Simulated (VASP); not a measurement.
Here is a VASP 6.6.1 calculation.

File INCAR:

```
SYSTEM = FeCo3
  ALGO = Normal
  EDIFF = 1E-6
  ENCUT = 520
  GGA = PS
  ISIF = 2
  ISMEAR = 0
  ISPIN = 2
  LASPH = .TRUE.
  LCHARG = .FALSE.
  LMAXMIX = 4
  LORBIT = 11
  LREAL = .FALSE.
  LWAVE = .FALSE.
  MAGMOM = 5.42 4.46 4.46 4.46
  NBANDS = 30
  NELM = 150
  NUPDOWN = 20.0
  PREC = Accurate
  SIGMA = 0.1
```

KPOINTS

```
k-points
0
G
  12 12 12
  0 0 0
```

POSCAR

```
FeCo3
1.0
    3.5357026200      0.0000000000      0.0000000000
    0.0000000000      3.5357026200      0.0000000000
    0.0000000000      0.0000000000      3.5357026200
Fe Co
1 3
Direct
    0.0000000000      0.0000000000      0.0000000000
    0.5000000000      0.5000000000      0.0000000000
    0.5000000000      0.0000000000      0.5000000000
    0.0000000000      0.5000000000      0.5000000000
```

Potentials or basis: VASP PAW PBE potentials, release 64 (Fe, Co).

The run is started by

```sh
$ cat potpaw_PBE.64/Fe/POTCAR potpaw_PBE.64/Co/POTCAR > POTCAR
$ mpirun -np 1 vasp_std > vasp.out
```

Task: Predict the pressure.

Result: 162.5 GPa.

Caveat: the moment is held away from its start; the cell stands under pressure; the PAW data sets were made with another functional, which shifts forces and pressure a little; the total moment is fixed, so each spin has its own Fermi level and the state may be an excited one.
